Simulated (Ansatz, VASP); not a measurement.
# Two plane-wave programs on Al3B2P

The input INCAR:

```
PREC = Accurate
ENCUT = 600
EDIFF = 1E-7
ISMEAR = 0
SIGMA = 0.1
LREAL = F
LASPH = T
NELM = 60
ALGO = Normal
ISIF = 3
LWAVE = F
LCHARG = F
GGA = PE
IBRION = 2
NSW = 100
EDIFFG = -0.01
```

The input KPOINTS:

```
regular mesh
0
Gamma
  12 12 8
```

File POSCAR:

```
Al3B2P
1.0
    5.4590804347      0.0000000000      0.0000000000
   -2.7295402173      4.7277023377      0.0000000000
    0.0000000000      0.0000000000      5.0474830095
Al B P
3 2 1
Direct
    0.5000000000      0.0000000000      0.0000000000
    0.0000000000      0.5000000000      0.0000000000
    0.5000000000      0.5000000000      0.0000000000
    0.0000000000      0.0000000000      0.3470393442
    0.0000000000      0.0000000000      0.6529606558
    0.0000000000      0.0000000000      0.0000000000
```

Input for Ansatz:

```yaml
crystal:
  lattice:
    - [5.4590804347, 0.0, 0.0]
    - [-2.7295402173, 4.7277023377, 0.0]
    - [0.0, 0.0, 5.0474830095]
  atoms:
    - { symbol: Al, position: [0.5, 0.0, 0.0] }
    - { symbol: Al, position: [0.0, 0.5, 0.0] }
    - { symbol: Al, position: [0.5, 0.5, 0.0] }
    - { symbol: B, position: [0.0, 0.0, 0.3470393442] }
    - { symbol: B, position: [0.0, 0.0, 0.6529606558] }
    - { symbol: P, position: [0.0, 0.0, 0.0] }
basis:
  ecutwfc: 420
kpoints:
  mp_grid: { grid: [12, 12, 8] }
hamiltonian:
  xc: pbe
scf:
  occupations: { method: gaussian, width: 0.1 }
output:
  forces: true
  stress: true
  eigenvalues: true
relax:
  adjacent_minimum: "off"
  f_tol: 0.01
  max_steps: 80
  cell: { stress_tol: 0.05 }
```

Alike in both runs: task relaxation of cell and atoms; functional PBE; k mesh 12 × 12 × 8; occupations gaussian, width 0.1 eV; no spin polarisation.

|  | VASP | Ansatz |
| --- | --- | --- |
| version | VASP 6.6.1 | Ansatz 0.2.0 |
| potentials or method | VASP PAW PBE potentials, release 64 (Al, B, P), cutoff 600 eV | scalar-relativistic, plane waves, PAW |
| valence electrons in the cell | 20 | 20 |

```csv
,VASP,Ansatz,Ansatz less VASP
"gap on the k mesh at the Fermi level, each at its own relaxed structure (eV)",none,none,-
relaxed volume (Å³/atom),21.31,21.33,+0.027
relaxed cell length with the largest relative difference (Å),5.060,5.063,+0.0028
```

A gap of «none» marks a metal or a gap that the smearing closes.
